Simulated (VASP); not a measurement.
# Pt (Fm-3m) in VASP: a series of runs

The runs below take Pt through single point, relaxation of cell and atoms, with r2SCAN.

All numbers are computed with VASP 6.6.1; they aren't measurements. Logs are shortened: lines on timing, memory, paths and dates and some standing lists are left out, and cuts for length are marked.

## Step 1: The cell of the first run

Symmetry: Fm-3m, No. 225, cubic system. Conventional cell: a = 3.940 Å, b = 3.940 Å, c = 3.940 Å, α = 90.00°, β = 90.00°, γ = 90.00°. Pt (site symmetry m-3m) has 12 Pt at 2.79 Å within 3.7 Å.

## Step 2: Single point, r2SCAN

File POSCAR:

```
Pt
1.0
    0.0000000000      1.9701103812      1.9701103812
    1.9701103812      0.0000000000      1.9701103812
    1.9701103812      1.9701103812      0.0000000000
Pt
1
Direct
    0.0000000000      0.0000000000      0.0000000000
```

File INCAR.step1:

```
SYSTEM = Pt
PREC     = Accurate       ! precision mode
ENCUT    = 520            ! plane-wave cutoff, eV
ISMEAR   = 0              ! smearing method
SIGMA    = 0.1            ! smearing width, eV
LREAL    = .FALSE.        ! projectors in reciprocal space
LASPH    = .TRUE.         ! aspherical terms in the spheres
NELM     = 80             ! most SCF steps
NBANDS   = 11             ! bands
GGA      = PE             ! functional
ALGO     = Normal         ! electronic algorithm
EDIFF    = 1E-4           ! SCF threshold, eV
LWAVE    = .TRUE.         ! write WAVECAR
LCHARG   = .FALSE.        ! write CHGCAR
```

File INCAR.step2:

```
SYSTEM = Pt
PREC     = Accurate       ! precision mode
ENCUT    = 520            ! plane-wave cutoff, eV
EDIFF    = 1E-6           ! SCF threshold, eV
ISMEAR   = 0              ! smearing method
SIGMA    = 0.1            ! smearing width, eV
LREAL    = .FALSE.        ! projectors in reciprocal space
LASPH    = .TRUE.         ! aspherical terms in the spheres
NELM     = 80             ! most SCF steps
ALGO     = Normal         ! electronic algorithm
ISIF     = 2              ! what is computed and relaxed
LWAVE    = .FALSE.        ! write WAVECAR
LCHARG   = .TRUE.         ! write CHGCAR
METAGGA  = R2SCAN         ! meta-GGA
LMIXTAU  = .TRUE.       
LELF     = .TRUE.         ! ELF
LVHAR    = .TRUE.       
NBANDS   = 11             ! bands
ISTART   = 1
```

File KPOINTS:

```
Automatic mesh
0
G
  18 18 18
  0 0 0
```

Potentials or basis: VASP PAW PBE potentials, release 64 (Pt).

On the command line:

```sh
> cat potpaw_PBE.64/Pt/POTCAR > POTCAR
> cp INCAR.step1 INCAR
> mpirun -np 1 vasp_std > vasp.out
> cp INCAR.step2 INCAR
> mpirun -np 1 vasp_std > vasp.out
```

OUTCAR:

```text
SYSTEM = Pt
   PREC = Accurate
   ENCUT = 520
   EDIFF = 1E-6
   ISMEAR = 0
   LREAL = .FALSE.
   LASPH = .TRUE.
   NELM = 80
   ISIF = 2
   METAGGA = R2SCAN
   ISTART = 1

 ion  position               nearest neighbor table
   1  0.000  0.000  0.000-

  LATTYP: Found a face centered cubic cell.
 ALAT       =     3.9402207624

  Lattice vectors:

 A1 = (   0.0000000000,   1.9701103812,   1.9701103812)
 A2 = (   1.9701103812,   0.0000000000,   1.9701103812)
 A3 = (   1.9701103812,   1.9701103812,   0.0000000000)

Analysis of symmetry for initial positions (statically):
=====================================================================
 Subroutine PRICEL returns:
 Original cell was already a primitive cell.

 Routine SETGRP: Setting up the symmetry group for a
 face centered cubic supercell.

 Subroutine GETGRP returns: Found 48 space group operations
 (whereof 48 operations were pure point group operations)
 out of a pool of 48 trial point group operations.

The static configuration has the point symmetry O_h .

Analysis of symmetry for dynamics (positions and initial velocities):
=====================================================================
 Subroutine PRICEL returns:
 Original cell was already a primitive cell.

 Routine SETGRP: Setting up the symmetry group for a
 face centered cubic supercell.

 Subroutine GETGRP returns: Found 48 space group operations
 (whereof 48 operations were pure point group operations)
 out of a pool of 48 trial point group operations.

The dynamic configuration has the point symmetry O_h .

 Subroutine INISYM returns: Found 48 space group operations
 (whereof 48 operations are pure point group operations),
 and found     1 'primitive' translations

----------------------------------------------------------------------------------------

                                     Primitive cell

  volume of cell :      15.2933

  direct lattice vectors                    reciprocal lattice vectors
     0.000000000  1.970110381  1.970110381    -0.253792886  0.253792886  0.253792886
     1.970110381  0.000000000  1.970110381     0.253792886 -0.253792886  0.253792886
     1.970110381  1.970110381  0.000000000     0.253792886  0.253792886 -0.253792886

  length of vectors
     2.786156820  2.786156820  2.786156820     0.439582174  0.439582174  0.439582174

  position of ions in fractional coordinates (direct lattice)
     0.000000000  0.000000000  0.000000000

  ion indices of the primitive-cell ions
   primitive index   ion index
                 1           1

[... 77 lines left out ...]
   ISIF   =      2    stress and relaxation
   ISYM   =      2    0-nonsym 1-usesym 2-fastsym
   POTIM  = 0.5000    time-step for ionic-motion
   TEBEG  =    0.0;   TEEND  =   0.0 temperature during run
   PSTRESS=    0.0 pullay stress
   NELECT =      10.0000    total number of electrons
   NUPDOWN=      -1.0000    fix difference up-down
   EMIN   =  10.00;   EMAX   =-10.00  energy-range for DOS
   EFERMI =   0.00;   METHOD = LEGACY
   ISMEAR =     0;   SIGMA  =   0.10  broadening in eV -4-tet -1-fermi 0-gaus
   EFERMI_NEDOS =   21; number of points for ismear=-14 and -15
   IALGO  =     38    algorithm
   IMIX   =      4    mixing-type and parameters
     AMIX     =   0.40;   BMIX     =  1.00
     AMIX_MAG =   1.60;   BMIX_MAG =  1.00
  volume/ion in A,a.u.               =      15.29       103.20
  Fermi-wavevector in a.u.,A,eV,Ry     =   1.420935  2.685178 27.470936  2.019057
  Thomas-Fermi vector in A             =   2.541798
   LORBIT       =      0    0 simple, 1 ext, 2 COOP (PROOUT), +10 PAW based schemes
   METAGGA = R2SCAN    functional components
   LHFCALC =     F    Hartree Fock is set to
   AEXX    =    0.0000 exact exchange contribution
   IVDW    =     0    specifies the selected vdW correction
   LEPSILON=     F    determine dielectric tensor
   LRPA    =     F    only Hartree local field effects (RPA)
 non-spin polarized calculation
 Gauss-broadening in eV      SIGMA  =   0.10
  energy-cutoff  :      520.00
  volume of cell :       15.29
 maximum number of plane-waves:       424
 NGX is ok and might be reduce to    24
   NGX = 11   NGY = 11   NGZ = 11

 number of electron      10.0000001 magnetization

 Free energy of the ion-electron system (eV)
  ---------------------------------------------------
  ext. energy  EPLUGINS =         0.00000000
  ---------------------------------------------------
  free energy    TOTEN  =       -51.50169705 eV

  energy without entropy =      -51.49136659  energy(sigma->0) =      -51.49653182

 E-fermi :  10.7501     XC(G=0): -14.5369

 val. band max:       10.7471430233   @ k =   0.4444   0.1111   0.0000
 cond. band min:      10.7501800502   @ k =  -0.2778   0.3889   0.1667
 fundamental gap:      0.0030370269
 Fermi energy:        10.7500874880

 k-point     1 :       0.0000    0.0000    0.0000
  band No.  band energies     occupation
      1       0.4139      2.00000
      2       6.9194      2.00000
      3       6.9194      2.00000
      4       6.9194      2.00000
      5       9.0342      2.00000
      6       9.0342      2.00000
      7      26.2688      0.00000
      8      31.3576      0.00000
      9      31.3576      0.00000
     10      31.3576      0.00000
     11      37.1797      0.00000
[... 309 lines left out ...]
 k-point    24 :      -0.2222    0.0556    0.0000
  band No.  band energies     occupation
      1       2.5074      2.00000
      2       6.4397      2.00000
      3       7.3053      2.00000
      4       7.3715      2.00000
      5       8.8672      2.00000
      6       9.5562      2.00000
      7      25.1473      0.00000
      8      28.1594      0.00000
      9      32.6808      0.00000
     10      34.2993      0.00000
     11      35.5063      0.00000

 [... further k-points ...]
[... 5 lines left out ...]
  --------------------------------------------------------------------------------------
  -------------------------------------------------------------------------------------
  Total        0.0661449      0.0661449      0.0661449     -0.0000000      0.0000000      0.0000000
  in kB        6.9295546      6.9295546      6.9295546     -0.0000000      0.0000000      0.0000000
  external PRESSURE =       6.9295546 kB  Pullay stress =       0.0000000 kB

 VOLUME and BASIS-vectors are now :
 -----------------------------------------------------------------------------
  energy-cutoff  :      520.00
  volume of cell :       15.29
      direct lattice vectors                 reciprocal lattice vectors
     0.000000000  1.970110381  1.970110381    -0.253792886  0.253792886  0.253792886
     1.970110381  0.000000000  1.970110381     0.253792886 -0.253792886  0.253792886
     1.970110381  1.970110381  0.000000000     0.253792886  0.253792886 -0.253792886

 POSITION                                       TOTAL-FORCE (eV/Angst)
 -----------------------------------------------------------------------------------
      0.00000      0.00000      0.00000        -0.000000      0.000000     -0.000000
 -----------------------------------------------------------------------------------
    total drift:                               -0.000000     -0.000000     -0.000000

  FREE ENERGIE OF THE ION-ELECTRON SYSTEM (eV)
  ---------------------------------------------------
  free  energy   TOTEN  =       -51.5016970519 eV

  energy  without entropy=      -51.4913665892  energy(sigma->0) =      -51.49653182
```

It used 120 s of CPU time on 1 thread of AMD EPYC 7R13 Processor (Zen 3), on a shared host.

What came out:

| Item | Value |
| --- | --- |
| Free energy | -51.5017 eV |
| Pressure | 0.7 GPa |
| Band gap on the k mesh | zero (band 5 reaches 11.26 eV, above the bottom of band 6 at 8.94 eV) |

Caveat: the PAW data sets were made with another functional, which shifts forces and pressure a little; spin-orbit coupling is left out, which moves the levels of the heavy elements.

## Step 3: Relaxation of cell and atoms, r2SCAN

This run uses another cell than the first one, of 15.01 Å³/atom, 0.982 times its volume.

File POSCAR:

```
Pt
1.0
    0.0000000000      1.9579000000      1.9579000000
    1.9579000000      0.0000000000      1.9579000000
    1.9579000000      1.9579000000      0.0000000000
Pt
1
Direct
    0.0000000000      0.0000000000      0.0000000000
```

File INCAR.step1:

```
SYSTEM = Pt
ALGO     = Normal         ! electronic algorithm
EDIFF    = 1E-4           ! SCF threshold, eV
ENCUT    = 600            ! plane-wave cutoff, eV
GGA      = PE             ! functional
ISMEAR   = 0              ! smearing method
LASPH    = .TRUE.         ! aspherical terms in the spheres
LCHARG   = .FALSE.        ! write CHGCAR
LREAL    = .FALSE.        ! projectors in reciprocal space
LWAVE    = .TRUE.         ! write WAVECAR
NELM     = 100            ! most SCF steps
PREC     = Accurate       ! precision mode
SIGMA    = 0.1            ! smearing width, eV
```

File INCAR.step2:

```
SYSTEM = Pt
ALGO     = Normal         ! electronic algorithm
EDIFF    = 1E-6           ! SCF threshold, eV
EDIFFG   = -0.005         ! ionic threshold
ENCUT    = 600            ! plane-wave cutoff, eV
IBRION   = 2              ! ionic algorithm
ISIF     = 3              ! what is computed and relaxed
ISMEAR   = 0              ! smearing method
ISTART   = 1            
LASPH    = .TRUE.         ! aspherical terms in the spheres
LCHARG   = .FALSE.        ! write CHGCAR
LMIXTAU  = .TRUE.       
LREAL    = .FALSE.        ! projectors in reciprocal space
LWAVE    = .FALSE.        ! write WAVECAR
METAGGA  = R2SCAN         ! meta-GGA
NELM     = 100            ! most SCF steps
NSW      = 100            ! ionic steps
PREC     = Accurate       ! precision mode
SIGMA    = 0.1            ! smearing width, eV
```

File KPOINTS:

```
k-points
0
G
  18 18 18
  0 0 0
```

Potentials or basis: VASP PAW PBE potentials, release 64 (Pt).

On the command line:

```sh
> cat potpaw_PBE.64/Pt/POTCAR > POTCAR
> cp INCAR.step1 INCAR
> mpirun -np 1 vasp_std > vasp.out
> cp INCAR.step2 INCAR
> mpirun -np 1 vasp_std > vasp.out
```

Wall time 13 min (1 thread of AMD EPYC 7R13 (Zen 3), shared host); peak memory 0.15 GiB.

Results (log left out):

| Quantity | Value |
| --- | --- |
| Free energy | -51.5009 eV |
| Relaxed volume | 15.34 Å³/atom |
| Relaxed cell | a = 2.789 Å, b = 2.789 Å, c = 2.789 Å, α = 60.00°, β = 60.00°, γ = 60.00° |
| Space group after relaxing (to 0.05 Å) | Fm-3m (No. 225) |
| Energy gained by relaxing | 6.1 meV/atom |
| Ionic steps | 18 |
| Pressure after relaxing | 0.0 GPa |
| Band gap on the k mesh | zero (band 5 reaches 11.20 eV, above the bottom of band 6 at 8.89 eV) |

The path:
| step | energy change (eV) | largest force (eV/Å) | pressure (GPa) | volume (Å³) |
| --- | --- | --- | --- | --- |
| 1 | 0.0000 | 0.0000 | 6.19 | 15.01 |
| 2 | 0.0399 | 0.0000 | -14.14 | 16.31 |
| 3 | -0.0061 | 0.0000 | -0.12 | 15.34 |
| 4 | -0.0061 | 0.0000 | -0.06 | 15.34 |
| 5 | -0.0061 | 0.0000 | 0.08 | 15.33 |
| 6 | -0.0061 | 0.0000 | 0.11 | 15.33 |
| 7 | -0.0061 | 0.0000 | 0.12 | 15.33 |
| 8 | -0.0061 | 0.0000 | 0.11 | 15.33 |
| 9 | -0.0061 | 0.0000 | 0.11 | 15.33 |
| 10 | -0.0061 | 0.0000 | 0.11 | 15.33 |
| 11 | -0.0061 | 0.0000 | 0.11 | 15.33 |
| 12 | -0.0061 | 0.0000 | 0.11 | 15.33 |
| 13 | -0.0061 | 0.0000 | 0.11 | 15.33 |
| 14 | -0.0061 | 0.0000 | 0.11 | 15.33 |
| 15 | -0.0061 | 0.0000 | 0.10 | 15.33 |
| 16 | -0.0061 | 0.0000 | 0.10 | 15.33 |
| 17 | -0.0061 | 0.0000 | 0.06 | 15.33 |
| 18 | -0.0061 | 0.0000 | 0.00 | 15.34 |

Final structure:
```yaml
crystal:
  lattice:
    - [0.00000, 1.97195, 1.97195]
    - [1.97195, 0.00000, 1.97195]
    - [1.97195, 1.97195, 0.00000]
  atoms:
    - { symbol: Pt, position: [0.00000, 0.00000, 0.00000] }
```

Levels at points of the mesh, in eV from the Fermi level:
```tsv
k point	band 3	band 4	band 5	band 6	band 7	band 8
(0.00, 0.00, 0.00)	-3.81	-3.81	-1.71	-1.71	15.53	20.60
(0.50, 0.00, 0.00)	-3.91	-0.23	0.02	0.02	6.03	15.17
(0.50, 0.50, 0.00)	-0.06	0.50	0.50	1.98	9.16	11.97
```

Caveat: the PAW data sets were made with another functional, which shifts forces and pressure a little; spin-orbit coupling is left out, which moves the levels of the heavy elements.

## Step 4: Single point, r2SCAN (equal strain along all axes, cell held: +3.0 %)

File POSCAR:

```
Pt
1.0
    2.0292136926      2.0292136926      0.0000000000
   -2.0292136926      2.0292136926      0.0000000000
    0.0000000000      0.0000000000      4.0584273853
Pt
2
Direct
    0.0000000000      0.0000000000      0.0000000000
    0.5000000000      0.5000000000      0.5000000000
```

File INCAR.step1:

```
  PREC = Accurate
  ENCUT = 520
  ISMEAR = 0
  SIGMA = 0.1
  LREAL = F
  LASPH = T
  NELM = 80
  NBANDS = 17
  GGA = PE
  ALGO = Normal
  EDIFF = 1E-4
  LWAVE = T
  LCHARG = F
```

File INCAR.step2:

```
  PREC = Accurate
  ENCUT = 520
  EDIFF = 1E-6
  ISMEAR = 0
  SIGMA = 0.1
  LREAL = F
  LASPH = T
  NELM = 80
  ALGO = Normal
  ISIF = 2
  LWAVE = F
  LCHARG = F
  METAGGA = R2SCAN
  LMIXTAU = T
  NBANDS = 17
  ISTART = 1
```

File KPOINTS:

```
regular mesh
0
Gamma
  18 18 14
```

Potentials or basis: VASP PAW PBE potentials, release 64 (Pt).

On the command line:

```sh
> cat potpaw_PBE.64/Pt/POTCAR > POTCAR
> cp INCAR.step1 INCAR
> mpirun -np 1 vasp_std > vasp.out
> cp INCAR.step2 INCAR
> mpirun -np 1 vasp_std > vasp.out
```

OUTCAR:

```text
PREC = Accurate
   ENCUT = 520
   EDIFF = 1E-6
   ISMEAR = 0
   LREAL = F
   LASPH = T
   NELM = 80
   ISIF = 2
   METAGGA = R2SCAN
   ISTART = 1

 ion  position               nearest neighbor table
   1  0.000  0.000  0.000-   2 2.87   2 2.87   2 2.87   2 2.87   2 2.87   2 2.87   2 2.87   2 2.87

   2  0.500  0.500  0.500-   1 2.87   1 2.87   1 2.87   1 2.87   1 2.87   1 2.87   1 2.87   1 2.87

  LATTYP: Found a simple tetragonal cell.
 ALAT       =     2.8697415250
 C/A-ratio  =     1.4142135624

  Lattice vectors:

 A1 = (   2.0292136926,   2.0292136926,   0.0000000000)
 A2 = (  -2.0292136926,   2.0292136926,   0.0000000000)
 A3 = (   0.0000000000,   0.0000000000,   4.0584273853)

Analysis of symmetry for initial positions (statically):
=====================================================================
 Subroutine PRICEL returns following result:

  LATTYP: Found a face centered cubic cell.
 ALAT       =     4.0584273853

  Lattice vectors:
[... 180 lines left out ...]
  ---------------------------------------------------
  free energy    TOTEN  =      -102.83444913 eV

  energy without entropy =     -102.81269158  energy(sigma->0) =     -102.82357035

 E-fermi :   9.1411     XC(G=0): -13.9134

 val. band max:        9.1404074185   @ k =   0.0556   0.0000   0.2143
 cond. band min:       9.1432559524   @ k =   0.5000   0.0556   0.5000
 fundamental gap:      0.0028485339
 Fermi energy:         9.1411217820

 k-point     1 :       0.0000    0.0000    0.0000
  band No.  band energies     occupation
      1      -0.1947      2.00000
      2       2.9533      2.00000
      3       3.3294      2.00000
      4       5.8392      2.00000
      5       5.8397      2.00000
      6       5.8397      2.00000
[... 457 lines left out ...]
      4       4.8414      2.00000
      5       5.5575      2.00000
      6       6.0273      2.00000
[... 9 lines left out ...]
     16      23.7388      0.00000
     17      25.4486      0.00000

 [... further k-points ...]

------------------------ aborting loop because EDIFF is reached ----------------------------------------

  FORCE on cell =-STRESS in cart. coord.  units (eV):
  Direction    XX          YY          ZZ          XY          YZ          ZX
  --------------------------------------------------------------------------------------
  -------------------------------------------------------------------------------------
  Total       -3.8721093     -3.8721093     -3.8532473      0.0000000     -0.0000000      0.0000000
  in kB     -185.6157580   -185.6157580   -184.7115769      0.0000000     -0.0000000      0.0000000
  external PRESSURE =    -185.3143643 kB  Pullay stress =       0.0000000 kB

 VOLUME and BASIS-vectors are now :
 -----------------------------------------------------------------------------
  energy-cutoff  :      520.00
  volume of cell :       33.42
      direct lattice vectors                 reciprocal lattice vectors
     2.029213693  2.029213693  0.000000000     0.246400861  0.246400861  0.000000000
    -2.029213693  2.029213693  0.000000000    -0.246400861  0.246400861  0.000000000
     0.000000000  0.000000000  4.058427385     0.000000000  0.000000000  0.246400860

 POSITION                                       TOTAL-FORCE (eV/Angst)
 -----------------------------------------------------------------------------------
      0.00000      0.00000      0.00000        -0.000000      0.000000      0.000000
      0.00000      2.02921      2.02921         0.000000     -0.000000     -0.000000
 -----------------------------------------------------------------------------------
    total drift:                               -0.000000      0.000000     -0.000000

  FREE ENERGIE OF THE ION-ELECTRON SYSTEM (eV)
  ---------------------------------------------------
  free  energy   TOTEN  =      -102.8344491283 eV

  energy  without entropy=     -102.8126915776  energy(sigma->0) =     -102.82357035
```

Wall time 5.1 min (1 thread of Intel Xeon Platinum 8488C (Sapphire Rapids), shared host); peak memory 0.32 GiB.

Results:

```yaml
Free_energy: -102.8344 eV
Pressure: -18.5 GPa
Band_gap_on_the_k_mesh: zero (band 10 reaches 9.57 eV, above the bottom of band 11 at 8.14 eV)
```

Caveat: the cell differs from its parent crystal (equal strain along all axes, cell held: +3.0 %); the PAW data sets were made with another functional, which shifts forces and pressure a little; spin-orbit coupling is left out, which moves the levels of the heavy elements.

## Step 5: Overview

```tsv
task	cell	k mesh	cutoff (eV)	gap on the mesh (eV)	pressure (GPa)
single point	a = 2.786 Å, angles 60.0°, 1 atom	18 × 18 × 18	520	none	0.7
relaxation of cell and atoms	relaxed from a = 2.769 Å, angles 60.0°, 1 atom	18 × 18 × 18	600	none	0.0
single point	a = 2.870, b = 2.870, c = 4.058 Å, 2 atoms	18 × 18 × 14	520	none	-18.5
```

Alike in all rows: level r2SCAN; potentials or basis VASP PAW PBE potentials, release 64 (Pt); no spin polarisation; smearing gaussian 0.1 eV.

Caveats: the PAW data sets were made with another functional, which shifts forces and pressure a little; spin-orbit coupling is left out, which moves the levels of the heavy elements.

Absolute energies hang on the potentials; compare differences alone.
